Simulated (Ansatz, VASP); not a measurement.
## One calculation of NaTi2, two programs

INCAR

```
SYSTEM = NaTi2
  ALGO = Normal
  EDIFF = 1E-6
  ENCUT = 520
  GGA = PE
  ISIF = 2
  ISMEAR = -1
  LASPH = .True.
  LCHARG = .True.
  LELF = .True.
  LREAL = .False.
  LVHAR = .True.
  LWAVE = .False.
  NBANDS = 40
  NELM = 100
  PREC = Accurate
  SIGMA = 0.05
```

KPOINTS

```
k-points
0
Gamma
  7 7 7
  0 0 0
```

File POSCAR:

```
NaTi2
1.0
    0.0000000000      4.0152573146      4.0152573146
    4.0152573146      0.0000000000      4.0152573146
    4.0152573146      4.0152573146      0.0000000000
Na Ti
2 4
Direct
    0.1250000000      0.1250000000      0.1250000000
   -0.1250000000     -0.1250000000     -0.1250000000
    0.5000000000      0.5000000000      0.5000000000
    0.5000000000      0.5000000000      0.0000000000
    0.5000000000      0.0000000000      0.5000000000
    0.0000000000      0.5000000000      0.5000000000
```

Input for Ansatz:

```yaml
crystal:
  lattice:
    - [0.0, 4.0152573146, 4.0152573146]
    - [4.0152573146, 0.0, 4.0152573146]
    - [4.0152573146, 4.0152573146, 0.0]
  atoms:
    - { symbol: Na, position: [0.125, 0.125, 0.125] }
    - { symbol: Na, position: [-0.125, -0.125, -0.125] }
    - { symbol: Ti, position: [0.5, 0.5, 0.5] }
    - { symbol: Ti, position: [0.5, 0.5, 0.0] }
    - { symbol: Ti, position: [0.5, 0.0, 0.5] }
    - { symbol: Ti, position: [0.0, 0.5, 0.5] }
kpoints:
  mp_grid: { grid: [7, 7, 7] }
  band_path:
    path:
      - [0.0, 0.0, 0.0]
      - [0.5, 0.0, 0.5]
      - [0.625, 0.25, 0.625]
      - [0.375, 0.375, 0.75]
      - [0.0, 0.0, 0.0]
      - [0.5, 0.5, 0.5]
      - [0.5, 0.25, 0.75]
      - [0.5, 0.0, 0.5]
    npoints: 14
scf:
  occupations: { method: fermi_dirac, width: 0.05 }
hamiltonian:
  xc: pbe
  pseudopotentials: { kind: all_electron, lapw: { basis_error: 0.001 } }
output:
  forces: true
  stress: true
  eigenvalues: true
  populations: true
  dos: { projected: true, de: 0.2, e_range: [-14, 8] }
```

Alike in both runs: task single point; functional PBE; k mesh 7 × 7 × 7; occupations fermi-dirac, width 0.05 eV; no spin polarisation.

```csv
,VASP,Ansatz
version,VASP 6.6.1,Ansatz 0.2.0
potentials or method,"VASP PAW PBE potentials, release 64 (Na_pv, Ti_sv), cutoff 520 eV","all-electron LAPW, scalar-relativistic"
```

|  | VASP | Ansatz | Ansatz less VASP |
| --- | --- | --- | --- |
| pressure (GPa) | -0.1 | 0.0 | +0.10 |

Ansatz ran all-electron here, and VASP with PAW potentials.
